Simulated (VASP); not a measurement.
# TiO (P4/mmm) in VASP: notebook

TiO is run at these levels: PBEsol; tasks: single point.

All numbers are computed with VASP 6.6.1; they aren't measurements. Logs are shortened: lines on timing, memory, paths and dates and some standing lists are left out, and cuts for length are marked.

**1. The cell of the first run**

It takes space group P4/mmm (No. 123, tetragonal). The conventional cell has a = 4.034 Å, b = 4.034 Å, c = 4.487 Å, α = 90.00°, β = 90.00°, γ = 90.00°. Ti (site symmetry mmm) has 4 O at 2.02 to 2.24 Å within 2.7 Å. Within 2.7 Å of Ti (site symmetry 4/mmm) lie 4 O at 2.02 Å. O (site symmetry 4/mmm) has 4 Ti at 2.02 Å within 2.7 Å. Within 2.7 Å of O (site symmetry mmm) lie 4 Ti at 2.02 to 2.24 Å.

**2. Single point, PBEsol (strain +0.1125 x Voigt [0, 1, 0, 0, 0, 0])**

INCAR reads:

```
SYSTEM = TiO
PREC = Accurate
ENCUT = 520
EDIFF = 1E-6
ISMEAR = 0
SIGMA = 0.15
LREAL = .FALSE.
LASPH = .TRUE.
NELM = 100
ALGO = Normal
ISIF = 2
LWAVE = .FALSE.
LCHARG = .FALSE.
GGA = PS
NBANDS = 36
```

KPOINTS reads:

```
regular mesh
0
G
  12 12 12
  0 0 0
```

POSCAR reads:

```
TiO
1.0
    4.0335084229      0.0000000000      0.0000000000
    0.0000000000      4.4872781205      0.0000000000
    0.0000000000      0.0000000000      4.0335084229
Ti O
3 3
Direct
    0.5000000000      0.5000000000      0.0000000000
    0.0000000000      0.5000000000      0.5000000000
    0.5000000000      0.0000000000      0.5000000000
    0.0000000000      0.5000000000      0.0000000000
    0.5000000000      0.0000000000      0.0000000000
    0.0000000000      0.0000000000      0.5000000000
```

Potentials or basis: VASP PAW PBE potentials, release 64 (Ti_sv, O).

Launch:

```sh
> cat potpaw_PBE.64/Ti_sv/POTCAR potpaw_PBE.64/O/POTCAR > POTCAR
> mpirun -np 1 vasp_std > vasp.out
```

OUTCAR:

```text
SYSTEM = TiO
   PREC = Accurate
   ENCUT = 520
   EDIFF = 1E-6
   ISMEAR = 0
   LREAL = .FALSE.
   LASPH = .TRUE.
   NELM = 100
   ISIF = 2
   GGA = PS

 ion  position               nearest neighbor table
   1  0.500  0.500  0.000-   4 2.02   4 2.02   5 2.24   5 2.24   2 2.85   2 2.85   2 2.85   2 2.85

   2  0.000  0.500  0.500-   4 2.02   4 2.02   6 2.24   6 2.24   1 2.85   1 2.85   1 2.85   1 2.85

   3  0.500  0.000  0.500-   5 2.02   6 2.02   5 2.02   6 2.02
   4  0.000  0.500  0.000-   1 2.02   2 2.02   2 2.02   1 2.02
   5  0.500  0.000  0.000-   3 2.02   3 2.02   1 2.24   1 2.24
   6  0.000  0.000  0.500-   3 2.02   3 2.02   2 2.24   2 2.24

  LATTYP: Found a simple tetragonal cell.
 ALAT       =     4.0335084229
 C/A-ratio  =     1.1125000000

  Lattice vectors:

 A1 = (  -4.0335084229,   0.0000000000,   0.0000000000)
 A2 = (   0.0000000000,   0.0000000000,   4.0335084229)
 A3 = (   0.0000000000,   4.4872781205,   0.0000000000)

Analysis of symmetry for initial positions (statically):
=====================================================================
 Subroutine PRICEL returns:
 Original cell was already a primitive cell.

 Routine SETGRP: Setting up the symmetry group for a
 simple tetragonal supercell.

 Subroutine GETGRP returns: Found 16 space group operations
 (whereof 16 operations were pure point group operations)
 out of a pool of 16 trial point group operations.

The static configuration has the point symmetry D_4h.

Analysis of symmetry for dynamics (positions and initial velocities):
=====================================================================
 Subroutine PRICEL returns:
 Original cell was already a primitive cell.

 Routine SETGRP: Setting up the symmetry group for a
 simple tetragonal supercell.

 Subroutine GETGRP returns: Found 16 space group operations
 (whereof 16 operations were pure point group operations)
 out of a pool of 16 trial point group operations.

The dynamic configuration has the point symmetry D_4h.

 Subroutine INISYM returns: Found 16 space group operations
 (whereof 16 operations are pure point group operations),
 and found     1 'primitive' translations

----------------------------------------------------------------------------------------

                                     Primitive cell

  volume of cell :      73.0044

  direct lattice vectors                    reciprocal lattice vectors
     4.033508423  0.000000000  0.000000000     0.247923122  0.000000000  0.000000000
     0.000000000  4.487278121  0.000000000     0.000000000  0.222852244  0.000000000
     0.000000000  0.000000000  4.033508423     0.000000000  0.000000000  0.247923122

  length of vectors
     4.033508423  4.487278121  4.033508423     0.247923122  0.222852244  0.247923122

  position of ions in fractional coordinates (direct lattice)
     0.500000000  0.500000000  0.000000000
     0.000000000  0.500000000  0.500000000
     0.500000000  0.000000000  0.500000000
     0.000000000  0.500000000  0.000000000
     0.500000000  0.000000000  0.000000000
     0.000000000  0.000000000  0.500000000

  ion indices of the primitive-cell ions
   primitive index   ion index
                 1           1
                 2           2
                 3           3
                 4           4
                 5           5
                 6           6

----------------------------------------------------------------------------------------

 KPOINTS: regular mesh

Automatic generation of k-mesh.
 Grid dimensions read from file:
 generate k-points for:   12   12   12

 Generating k-lattice:

  Cartesian coordinates                     Fractional coordinates (reciprocal lattice)
     0.020660260  0.000000000  0.000000000     0.083333333  0.000000000  0.000000000
     0.000000000  0.018571020  0.000000000     0.000000000  0.083333333  0.000000000
     0.000000000  0.000000000  0.020660260     0.000000000  0.000000000  0.083333333

  Length of vectors
     0.020660260  0.018571020  0.020660260

  Shift w.r.t. Gamma in fractional coordinates (k-lattice)
     0.000000000  0.000000000  0.000000000

 Subroutine IBZKPT returns following result:
 ===========================================

 Found    196 irreducible k-points:

 Following reciprocal coordinates:
            Coordinates               Weight
  0.000000  0.000000  0.000000      1.000000
  0.083333  0.000000  0.000000      4.000000
  0.166667  0.000000  0.000000      4.000000
  0.250000  0.000000  0.000000      4.000000
  0.333333  0.000000  0.000000      4.000000
  0.416667  0.000000  0.000000      4.000000
[... 16 lines left out ...]
  0.083333  0.250000  0.000000      8.000000
  0.166667  0.250000  0.000000      8.000000
 [... further k-points ...]
   k-points           NKPTS =    196   k-points in BZ     NKDIM =    196   number of bands    NBANDS=     36
   number of dos      NEDOS =    301   number of ions     NIONS =      6
   total plane-waves  NPLWV =  32400
   dimension x,y,z NGX =    30 NGY =   36 NGZ =   30
   dimension x,y,z NGXF=    60 NGYF=   72 NGZF=   60
   ions per type =               3   3
   NGX,Y,Z   is equivalent  to a cutoff of  12.36, 13.34, 12.36 a.u.
   NGXF,Y,Z  is equivalent  to a cutoff of  24.73, 26.67, 24.73 a.u.
 SYSTEM =  TiO
   PREC   = accura    normal or accurate (medium, high low for compatibility)
   ISTART =      0    job   : 0-new  1-cont  2-samecut
   ICHARG =      2    charge: 1-file 2-atom 10-const
   ISPIN  =      1    spin polarized calculation?
   LNONCOLLINEAR =      F non collinear calculations
   LSORBIT =      F    spin-orbit coupling
   LASPH  =      T    aspherical Exc in radial PAW
   ENCUT  =  520.0 eV  38.22 Ry    6.18 a.u.   7.50  8.34  7.50*2*pi/ulx,y,z
   NELM   =    100;   NELMIN=  2; NELMDL= -5     # of ELM steps
   EDIFF  = 0.1E-05   stopping-criterion for ELM
   LREAL  =      F    real-space projection
   EDIFFG = 0.1E-04   stopping-criterion for IOM
   NSW    =      0    number of steps for IOM
   IBRION =     -1    ionic relax: 0-MD 1-quasi-New 2-CG
   NFREE  =      0    steps in history (QN), initial steepest desc. (CG)
   ISIF   =      2    stress and relaxation
   ISYM   =      2    0-nonsym 1-usesym 2-fastsym
   POTIM  = 0.5000    time-step for ionic-motion
   TEBEG  =    0.0;   TEEND  =   0.0 temperature during run
   PSTRESS=    0.0 pullay stress
   NELECT =      54.0000    total number of electrons
   NUPDOWN=      -1.0000    fix difference up-down
   EMIN   =  10.00;   EMAX   =-10.00  energy-range for DOS
   EFERMI =   0.00;   METHOD = LEGACY
   ISMEAR =     0;   SIGMA  =   0.15  broadening in eV -4-tet -1-fermi 0-gaus
   EFERMI_NEDOS =   21; number of points for ismear=-14 and -15
   IALGO  =     38    algorithm
   IMIX   =      4    mixing-type and parameters
     AMIX     =   0.40;   BMIX     =  1.00
     AMIX_MAG =   1.60;   BMIX_MAG =  1.00
  volume/ion in A,a.u.               =      12.17        82.11
  Fermi-wavevector in a.u.,A,eV,Ry     =   1.480550  2.797834 29.824360  2.192029
  Thomas-Fermi vector in A             =   2.594570
   LORBIT       =      0    0 simple, 1 ext, 2 COOP (PROOUT), +10 PAW based schemes
   GGA     = PS    functional components
   LHFCALC =     F    Hartree Fock is set to
   AEXX    =    0.0000 exact exchange contribution
   IVDW    =     0    specifies the selected vdW correction
   LEPSILON=     F    determine dielectric tensor
   LRPA    =     F    only Hartree local field effects (RPA)
 non-spin polarized calculation
 Gauss-broadening in eV      SIGMA  =   0.15
  energy-cutoff  :      520.00
  volume of cell :       73.00
 maximum number of plane-waves:      1988
 NGX is ok and might be reduce to    30
   NGX = 15   NGY = 17   NGZ = 15

 number of electron      53.9999964 magnetization

 Free energy of the ion-electron system (eV)
  ---------------------------------------------------
  ext. energy  EPLUGINS =         0.00000000
  ---------------------------------------------------
  free energy    TOTEN  =       -55.40924176 eV

  energy without entropy =      -55.36514703  energy(sigma->0) =      -55.38719440

 E-fermi :   7.1241     XC(G=0): -11.6834

 val. band max:        7.1231528580   @ k =   0.5000   0.1667   0.4167
 cond. band min:       7.1244177994   @ k =   0.4167   0.2500   0.3333
 fundamental gap:      0.0012649413
 Fermi energy:         7.1240895251

 k-point     1 :       0.0000    0.0000    0.0000
  band No.  band energies     occupation
      1     -50.0020      2.00000
      2     -49.9073      2.00000
      3     -49.8721      2.00000
      4     -26.5828      2.00000
      5     -26.5828      2.00000
      6     -26.5303      2.00000
[... 28 lines left out ...]
     35      10.0906      0.00000
     36      10.1223      0.00000

 k-point     2 :       0.0833    0.0000    0.0000
  band No.  band energies     occupation
      1     -49.9999      2.00000
      2     -49.9074      2.00000
      3     -49.8740      2.00000
      4     -26.5822      2.00000
      5     -26.5783      2.00000
      6     -26.5267      2.00000
[... 28 lines left out ...]
     35      10.0264      0.00000
     36      10.1344      0.00000

 k-point     3 :       0.1667    0.0000    0.0000
  band No.  band energies     occupation
      1     -49.9940      2.00000
      2     -49.9078      2.00000
      3     -49.8791      2.00000
      4     -26.5802      2.00000
      5     -26.5654      2.00000
      6     -26.5163      2.00000
[... 28 lines left out ...]
     35       9.8696      0.00000
     36      10.1578      0.00000
[... 742 lines left out ...]
 k-point    23 :       0.0833    0.2500    0.0000
  band No.  band energies     occupation
      1     -49.9913      2.00000
      2     -49.9160      2.00000
      3     -49.8739      2.00000
      4     -26.5741      2.00000
      5     -26.5691      2.00000
      6     -26.5053      2.00000
[... 28 lines left out ...]
     35       9.6239      0.00000
     36      10.0007      0.00000

 k-point    24 :       0.1667    0.2500    0.0000
  band No.  band energies     occupation
      1     -49.9855      2.00000
      2     -49.9161      2.00000
      3     -49.8792      2.00000
      4     -26.5758      2.00000
      5     -26.5569      2.00000
      6     -26.5108      2.00000
[... 28 lines left out ...]
     35       9.7818      0.00000
     36      10.1362      0.00000

 [... further k-points ...]

------------------------ aborting loop because EDIFF is reached ----------------------------------------

  FORCE on cell =-STRESS in cart. coord.  units (eV):
  Direction    XX          YY          ZZ          XY          YZ          ZX
  --------------------------------------------------------------------------------------
  -------------------------------------------------------------------------------------
  Total       -5.3240497    -10.9324683     -5.3240497      0.0000000      0.0000000      0.0000000
  in kB     -116.8432846   -239.9274206   -116.8432846      0.0000000      0.0000000      0.0000000
  external PRESSURE =    -157.8713299 kB  Pullay stress =       0.0000000 kB

 VOLUME and BASIS-vectors are now :
 -----------------------------------------------------------------------------
  energy-cutoff  :      520.00
  volume of cell :       73.00
      direct lattice vectors                 reciprocal lattice vectors
     4.033508423  0.000000000  0.000000000     0.247923122  0.000000000  0.000000000
     0.000000000  4.487278121  0.000000000     0.000000000  0.222852244  0.000000000
     0.000000000  0.000000000  4.033508423     0.000000000  0.000000000  0.247923122

 POSITION                                       TOTAL-FORCE (eV/Angst)
 -----------------------------------------------------------------------------------
      2.01675      2.24364      0.00000         0.000000      0.000000      0.000000
      0.00000      2.24364      2.01675         0.000000      0.000000      0.000000
      2.01675      0.00000      2.01675         0.000000      0.000000      0.000000
      0.00000      2.24364      0.00000         0.000000      0.000000      0.000000
      2.01675      0.00000      0.00000         0.000000      0.000000      0.000000
      0.00000      0.00000      2.01675         0.000000      0.000000      0.000000
 -----------------------------------------------------------------------------------
    total drift:                                0.000000      0.000000     -0.000000

  FREE ENERGIE OF THE ION-ELECTRON SYSTEM (eV)
  ---------------------------------------------------
  free  energy   TOTEN  =       -55.4092417567 eV

  energy  without entropy=      -55.3651470347  energy(sigma->0) =      -55.38719440
```

Run time: 4.5 min. Hardware: 1 thread of Intel Xeon 6975P-C (Granite Rapids), shared host; peak memory 0.46 GiB.

What came out:

```yaml
Free_energy: -55.4092 eV
Pressure: -15.8 GPa
Band_gap_on_the_k_mesh: zero (band 27 reaches 7.63 eV, above the bottom of band 28 at 5.85 eV)
```

Stress tensor (GPa, compression positive):
```
-11.68   0.00   0.00
  0.00 -23.99   0.00
  0.00   0.00 -11.68
```

Levels at points of the mesh, in eV from the Fermi level:
| k point | band 25 | band 26 | band 27 | band 28 | band 29 | band 30 |
| --- | --- | --- | --- | --- | --- | --- |
| (0.00, 0.00, 0.00) | -2.46 | -1.42 | -1.28 | -1.28 | 1.14 | 1.27 |
| (0.50, 0.00, 0.00) | -2.43 | -0.79 | 0.30 | 0.30 | 0.64 | 1.38 |
| (0.00, 0.50, 0.00) | -2.49 | -1.25 | 0.51 | 0.51 | 0.77 | 0.84 |
| (0.50, 0.50, 0.00) | -1.29 | -0.59 | -0.54 | 0.60 | 1.38 | 1.43 |
| (0.50, 0.00, 0.50) | -1.20 | -0.98 | 0.01 | 0.01 | 1.89 | 1.98 |
| (0.50, 0.50, 0.50) | -1.25 | -0.25 | -0.25 | 0.40 | 2.28 | 2.31 |

Caveat: the cell differs from its parent crystal (strain +0.1125 x Voigt [0, 1, 0, 0, 0, 0]); the PAW data sets were made with another functional, which shifts forces and pressure a little; semilocal functionals often make such compounds metallic where correlation or magnetic order opens a gap, which also shifts bond lengths.

(Part 1 of 2 ends here.)
